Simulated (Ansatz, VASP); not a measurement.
# GaN in VASP and in Ansatz

```
CELL_PARAMETERS angstrom
3.30727 0.00000 0.00000
-1.65364 2.86418 0.00000
0.00000 0.00000 4.71937
ATOMIC_POSITIONS crystal
Ga 0.33333 0.66667 0.00000
Ga 0.66667 0.33333 0.50000
N 0.33333 0.66667 0.50000
N 0.66667 0.33333 0.00000
```

Alike in both runs: functional PBEsol; k mesh 6 × 6 × 4; occupations gaussian, width 0.02 eV; no spin polarisation.

Ansatz relaxed the structure, and its values are those at the end. VASP's run is a single point on that final structure, the one shown.

```csv
,VASP,Ansatz
version,VASP 6.6.1,Ansatz 0.2.0
potentials or method,"VASP PAW PBE potentials, release 64 (Ga_d, N), cutoff 600 eV","scalar-relativistic, plane waves, PAW"
valence electrons in the cell,36,36
```

```tsv
	VASP	Ansatz	Ansatz less VASP
gap on the k mesh at the Fermi level (eV)	1.43	1.41	-0.012
least direct gap on the mesh (eV)	1.43	1.41	-0.012
pressure (GPa)	-0.3	0.0	+0.31
```

VASP's potentials were made for PBE, not for PBEsol. With one functional, cell and mesh, what is left measures potentials, basis and numerics.
